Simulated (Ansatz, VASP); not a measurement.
**Two plane-wave programs on Ag**

```
CELL_PARAMETERS angstrom
-1.51701 1.51701 1.97211
1.51701 -1.51701 1.97211
1.51701 1.51701 -1.97211
ATOMIC_POSITIONS crystal
Ag 0.00000 0.00000 0.00000
```

Alike in both runs: task single point; functional LDA; k mesh 22 × 22 × 22; occupations gaussian, width 0.15 eV; no spin polarisation.

|  | VASP | Ansatz |
| --- | --- | --- |
| version | VASP 6.6.1 | Ansatz 0.2.0 |
| potentials or method | VASP PAW LDA potentials, release 64 (Ag), cutoff 520 eV | scalar-relativistic, plane waves, PAW |
| valence electrons in the cell | 11 | 19 |

|  | VASP | Ansatz | Ansatz less VASP |
| --- | --- | --- | --- |
| gap on the k mesh at the Fermi level (eV) | none | none | - |
| pressure (GPa) | -11.8 | -12.0 | -0.24 |
| traceless stress, the component that is largest in VASP (GPa) | 1.06 | 1.07 | +0.005 |

LDA's correlation is that of Perdew and Zunger in VASP and of Perdew and Wang (1992) in Ansatz. A gap of «none» marks a metal or a gap that the smearing closes. VASP's potentials hold 11 valence electrons a cell and Ansatz's 19, so a difference there can come from the potentials and not from the codes.
